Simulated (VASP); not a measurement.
# Ta3C5 in VASP: relaxation of the atoms with PBEsol

Aim: the relaxation of the atoms of Ta3C5 with PBEsol.

Program: VASP 6.6.1. These are calculated values, not measurements. Logs are shortened: lines on timing, memory, paths and dates and some standing lists are left out, and cuts for length are marked.

## 1. The cell of the first run

The cell holds a slab with vacuum, 8 atoms: a = 3.139 Å, b = 3.139 Å, c = 26.690 Å, α = 90.00°, β = 90.00°, γ = 120.00°.

## 2. Relaxation of the atoms, PBEsol

INCAR reads:

```
SYSTEM = Ta3C5
PREC = Accurate
ENCUT = 520
EDIFF = 1E-7
ISMEAR = 0
SIGMA = 0.1
LREAL = .False.
LASPH = .True.
NELM = 120
ALGO = Normal
ISIF = 2
LWAVE = .False.
LCHARG = .False.
LDIPOL = .True.
IDIPOL = 3
DIPOL = 0.5 0.5 0.486
GGA = PS
IBRION = 2
NSW = 90
EDIFFG = -0.03
GGA_COMPAT = .False.
NELMIN = 4
NELMDL = -8
```

KPOINTS reads:

```
regular mesh
0
Gamma
  9 9 1
  0 0 0
```

POSCAR reads:

```
Ta3C5
1.0
    3.1393032032      0.0000000000      0.0000000000
   -1.5696516016      2.7187163242      0.0000000000
    0.0000000000      0.0000000000     26.6896909957
C Ta
5 3
Selective dynamics
Direct
    0.3333333333      0.6666666667      0.3184750247  F F F
    0.0000000000      0.0000000000      0.4145132416  F F F
    0.6666666667      0.3333333333      0.5091006067  T T T
    0.3333333333      0.6666666667      0.5999627038  T T T
    0.3333333333      0.6666666667      0.6569135318  T T T
    0.6666666667      0.3333333333      0.3664941331  F F F
    0.3333333333      0.6666666667      0.4634285348  T T T
    0.0000000000      0.0000000000      0.5625884125  T T T
```

Potentials or basis: VASP PAW PBE potentials, release 64 (C, Ta_pv).

Run with:

```sh
$ cat potpaw_PBE.64/C/POTCAR potpaw_PBE.64/Ta_pv/POTCAR > POTCAR
$ mpirun -np 1 vasp_std > vasp.out
```

OUTCAR:

```text
SYSTEM = Ta3C5
   PREC = Accurate
   ENCUT = 520
   EDIFF = 1E-7
   ISMEAR = 0
   LREAL = .False.
   LASPH = .True.
   NELM = 120
   ISIF = 2
   GGA = PS
   IBRION = 2
   NSW = 90
   EDIFFG = -0.03
   NELMIN = 4
   NELMDL = -8

 ion  position               nearest neighbor table
   1  0.333  0.667  0.318-   6 2.22   6 2.22   6 2.22
   2  0.000  0.000  0.415-   6 2.22   6 2.22   6 2.22   7 2.23   7 2.23   7 2.23
   3  0.667  0.333  0.509-   7 2.18   7 2.18   7 2.18   8 2.31   8 2.31   8 2.31
   4  0.333  0.667  0.600-   5 1.52   8 2.07   8 2.07   8 2.07
   5  0.333  0.667  0.657-   4 1.52
   6  0.667  0.333  0.366-   1 2.22   1 2.22   1 2.22   2 2.22   2 2.22   2 2.22   7 3.16   7 3.16
                             7 3.16
   7  0.333  0.667  0.463-   3 2.18   3 2.18   3 2.18   2 2.23   2 2.23   2 2.23   6 3.16   6 3.16
                             6 3.16   8 3.21   8 3.21   8 3.21
   8  0.000  0.000  0.563-   4 2.07   4 2.07   4 2.07   3 2.31   3 2.31   3 2.31   7 3.21   7 3.21
                             7 3.21

  LATTYP: Found a hexagonal cell.
 ALAT       =     3.1393032032
 C/A-ratio  =     8.5017882212

  Lattice vectors:

 A1 = (   3.1393032032,   0.0000000000,   0.0000000000)
 A2 = (  -1.5696516016,   2.7187163242,   0.0000000000)
 A3 = (   0.0000000000,   0.0000000000,  26.6896909957)

Analysis of symmetry for initial positions (statically):
=====================================================================
 Subroutine PRICEL returns:
 Original cell was already a primitive cell.

 Routine SETGRP: Setting up the symmetry group for a
 hexagonal supercell.

 Subroutine GETGRP returns: Found  6 space group operations
 (whereof  6 operations were pure point group operations)
 out of a pool of 24 trial point group operations.

The static configuration has the point symmetry C_3v.

Analysis of symmetry for dynamics (positions and initial velocities):
=====================================================================
 Subroutine PRICEL returns:
 Original cell was already a primitive cell.

 Routine SETGRP: Setting up the symmetry group for a
 hexagonal supercell.

 Subroutine GETGRP returns: Found  6 space group operations
 (whereof  6 operations were pure point group operations)
 out of a pool of 24 trial point group operations.

The dynamic configuration has the point symmetry C_3v.

Analysis of constrained symmetry for selective dynamics:
=====================================================================
 Subroutine PRICEL returns:
 Original cell was already a primitive cell.

 Routine SETGRP: Setting up the symmetry group for a
 hexagonal supercell.

 Subroutine GETGRP returns: Found  6 space group operations
 (whereof  6 operations were pure point group operations)
 out of a pool of 24 trial point group operations.

The constrained configuration has the point symmetry C_3v.

 Subroutine INISYM returns: Found  6 space group operations
 (whereof  6 operations are pure point group operations),
 and found     1 'primitive' translations

----------------------------------------------------------------------------------------

                                     Primitive cell

  volume of cell :     227.7932

  direct lattice vectors                    reciprocal lattice vectors
     3.139303203  0.000000000  0.000000000     0.318542025  0.183910324  0.000000000
    -1.569651602  2.718716324  0.000000000     0.000000000  0.367820648  0.000000000
     0.000000000  0.000000000 26.689690996     0.000000000  0.000000000  0.037467650

  length of vectors
     3.139303203  3.139303203 26.689690996     0.367820648  0.367820648  0.037467650

  position of ions in fractional coordinates (direct lattice)
     0.333333333  0.666666667  0.318475025
     0.000000000  0.000000000  0.414513242
     0.666666667  0.333333333  0.509100607
     0.333333333  0.666666667  0.599962704
     0.333333333  0.666666667  0.656913532
     0.666666667  0.333333333  0.366494133
     0.333333333  0.666666667  0.463428535
     0.000000000  0.000000000  0.562588412
[... 41 lines left out ...]
  0.111111  0.000000  0.000000      6.000000
  0.222222  0.000000  0.000000      6.000000
  0.333333  0.000000  0.000000      6.000000
  0.444444  0.000000  0.000000      6.000000
  0.111111  0.111111  0.000000      6.000000
  0.222222  0.111111  0.000000     12.000000
  0.333333  0.111111  0.000000     12.000000
  0.444444  0.111111  0.000000      6.000000
  0.222222  0.222222  0.000000      6.000000
  0.333333  0.222222  0.000000     12.000000
  0.333333  0.333333  0.000000      2.000000
   k-points           NKPTS =     12   k-points in BZ     NKDIM =     12   number of bands    NBANDS=     31
   number of dos      NEDOS =    301   number of ions     NIONS =      8
   total plane-waves  NPLWV = 115200
   dimension x,y,z NGX =    24 NGY =   24 NGZ =  200
   dimension x,y,z NGXF=    48 NGYF=   48 NGZF=  400
   ions per type =               5   3
   NGX,Y,Z   is equivalent  to a cutoff of  12.71, 12.71, 12.46 a.u.
   NGXF,Y,Z  is equivalent  to a cutoff of  25.42, 25.42, 24.92 a.u.
 SYSTEM =  Ta3C5
   PREC   = accura    normal or accurate (medium, high low for compatibility)
   ISTART =      0    job   : 0-new  1-cont  2-samecut
   ICHARG =      2    charge: 1-file 2-atom 10-const
   ISPIN  =      1    spin polarized calculation?
   LNONCOLLINEAR =      F non collinear calculations
   LSORBIT =      F    spin-orbit coupling
   LASPH  =      T    aspherical Exc in radial PAW
   ENCUT  =  520.0 eV  38.22 Ry    6.18 a.u.   5.84  5.84 49.63*2*pi/ulx,y,z
   NELM   =    120;   NELMIN=  4; NELMDL= -8     # of ELM steps
   EDIFF  = 0.1E-06   stopping-criterion for ELM
   LREAL  =      F    real-space projection
   EDIFFG = -.3E-01   stopping-criterion for IOM
   NSW    =     90    number of steps for IOM
   IBRION =      2    ionic relax: 0-MD 1-quasi-New 2-CG
   NFREE  =      1    steps in history (QN), initial steepest desc. (CG)
   ISIF   =      2    stress and relaxation
   ISYM   =      2    0-nonsym 1-usesym 2-fastsym
   POTIM  = 0.5000    time-step for ionic-motion
   TEBEG  =    0.0;   TEEND  =   0.0 temperature during run
   PSTRESS=    0.0 pullay stress
   NELECT =      53.0000    total number of electrons
   NUPDOWN=      -1.0000    fix difference up-down
   EMIN   =  10.00;   EMAX   =-10.00  energy-range for DOS
   EFERMI =   0.00;   METHOD = LEGACY
   ISMEAR =     0;   SIGMA  =   0.10  broadening in eV -4-tet -1-fermi 0-gaus
   EFERMI_NEDOS =   21; number of points for ismear=-14 and -15
   IALGO  =     38    algorithm
   IMIX   =      4    mixing-type and parameters
     AMIX     =   0.40;   BMIX     =  1.00
     AMIX_MAG =   1.60;   BMIX_MAG =  1.00
  volume/ion in A,a.u.               =      28.47       192.15
  Fermi-wavevector in a.u.,A,eV,Ry     =   1.006900  1.902766 13.794248  1.013849
  Thomas-Fermi vector in A             =   2.139672
   LORBIT       =      0    0 simple, 1 ext, 2 COOP (PROOUT), +10 PAW based schemes
   GGA     = PS    functional components
   LHFCALC =     F    Hartree Fock is set to
   AEXX    =    0.0000 exact exchange contribution
   IVDW    =     0    specifies the selected vdW correction
   LEPSILON=     F    determine dielectric tensor
   LRPA    =     F    only Hartree local field effects (RPA)
 conjugate gradient relaxation of ions
 non-spin polarized calculation
 Gauss-broadening in eV      SIGMA  =   0.10
  energy-cutoff  :      520.00
  volume of cell :      227.79
 maximum number of plane-waves:      6174
 NGX is ok and might be reduce to    24
   NGX = 11   NGY = 11   NGZ = 99

--------------------------------------- Ionic step        1  -------------------------------------------

 number of electron      52.9999996 magnetization

 Free energy of the ion-electron system (eV)
  ---------------------------------------------------
  ext. energy  EPLUGINS =         0.00000000
  ---------------------------------------------------
  free energy    TOTEN  =       -80.70610542 eV

  energy without entropy =      -80.67590260  energy(sigma->0) =      -80.69100401

------------------------ aborting loop because EDIFF is reached ----------------------------------------

  FORCE on cell =-STRESS in cart. coord.  units (eV):
  Direction    XX          YY          ZZ          XY          YZ          ZX
  --------------------------------------------------------------------------------------
  -------------------------------------------------------------------------------------
  Total        1.2307699      1.2307699    -10.5272260     -0.0000000      0.0000000      0.0000000
  in kB        8.6565877      8.6565877    -74.0429692     -0.0000000      0.0000000      0.0000000
  external PRESSURE =     -18.9099313 kB  Pullay stress =       0.0000000 kB
[... 107 lines left out ...]
  FREE ENERGIE OF THE ION-ELECTRON SYSTEM (eV)
  ---------------------------------------------------
  free  energy   TOTEN  =       -81.0619063889 eV

  energy  without entropy=      -81.0330391613  energy(sigma->0) =      -81.04747278

 dipolmoment           0.000000      0.000000     -0.327884 electrons x Angstroem

[... ionic steps 4 to 21 ...]

--------------------------------------- Ionic step       22  -------------------------------------------

 number of electron      52.9999995 magnetization

------------------------ aborting loop because EDIFF is reached ----------------------------------------
[... 79 lines left out ...]
--------------------------------------- Ionic step       24  -------------------------------------------

 number of electron      52.9999995 magnetization

 dipolmoment           0.000000      0.000000      0.062422 electrons x Angstroem

 Free energy of the ion-electron system (eV)
  ---------------------------------------------------
  ext. energy  EPLUGINS =         0.00000000
  ---------------------------------------------------
  free energy    TOTEN  =       -81.88521287 eV

  energy without entropy =      -81.86060617  energy(sigma->0) =      -81.87290952

 E-fermi :  -2.1021     XC(G=0):  -5.4245

 val. band max:       -2.1062469870   @ k =   0.2222   0.2222   0.0000
 cond. band min:      -2.0621072400   @ k =   0.3333   0.1111   0.0000
 fundamental gap:      0.0441397470
 Fermi energy:        -2.1021071744

 k-point     1 :       0.0000    0.0000    0.0000
  band No.  band energies     occupation
      1     -37.4628      2.00000
      2     -37.0350      2.00000
      3     -36.9460      2.00000
      4     -36.9460      2.00000
      5     -36.8790      2.00000
      6     -36.8790      2.00000
[... 397 lines left out ...]
     30       0.0814      0.00000
     31       0.6365      0.00000

------------------------ aborting loop because EDIFF is reached ----------------------------------------

 vacuum level on the upper side and lower side of the slab       (xc-potential included)         0.638        -0.658

  FORCE on cell =-STRESS in cart. coord.  units (eV):
  Direction    XX          YY          ZZ          XY          YZ          ZX
  --------------------------------------------------------------------------------------
  -------------------------------------------------------------------------------------
  Total       -0.3344054     -0.3344054     -3.1844676     -0.0000000      0.0000000      0.0000000
  in kB       -2.3520315     -2.3520315    -22.3978697     -0.0000000      0.0000000      0.0000000
  external PRESSURE =      -9.0339775 kB  Pullay stress =       0.0000000 kB
[... 23 lines left out ...]
  FREE ENERGIE OF THE ION-ELECTRON SYSTEM (eV)
  ---------------------------------------------------
  free  energy   TOTEN  =       -81.8852128714 eV

  energy  without entropy=      -81.8606061666  energy(sigma->0) =      -81.87290952

 reached required accuracy - stopping structural energy minimisation

 vacuum level on the upper side and lower side of the slab         5.943         4.620
```

It took 34 min on 1 thread of Intel Xeon Platinum 8259CL at 2.50GHz (Skylake/Cascade Lake), shared host; peak memory 0.38 GiB.

Results:

| Property | Result |
| --- | --- |
| Free energy | -81.8852 eV |
| Band gap on the k mesh | zero (an odd number of electrons rules out a gap without spin polarisation) |

Final structure:
```
CELL_PARAMETERS angstrom
3.13930 0.00000 0.00000
-1.56965 2.71872 0.00000
0.00000 0.00000 26.68969
ATOMIC_POSITIONS crystal
C 0.33333 0.66667 0.31848
C 0.00000 0.00000 0.41451
C 0.66667 0.33333 0.51101
C 0.33333 0.66667 0.60434
C 0.33333 0.66667 0.65327
Ta 0.66667 0.33333 0.36649
Ta 0.33333 0.66667 0.46388
Ta 0.00000 0.00000 0.55746
```

Levels at points of the mesh, in eV from the Fermi level:
```csv
k point,band 22,band 23,band 24,band 25,band 26,band 27,band 28,band 29,band 30,band 31
"(0.00, 0.00, 0.00)",-1.82,-1.82,-0.86,-0.53,-0.53,0.39,0.39,0.56,1.24,1.24
```

Caveat: the PAW data sets were made with another functional, which shifts forces and pressure a little; spin-orbit coupling is left out, which moves the levels of the heavy elements; an odd number of electrons without spin polarisation forces a metal; a magnetic or distorted state may lie lower.

The gap in the log of VASP goes by the Fermi energy; the results here count the filled bands.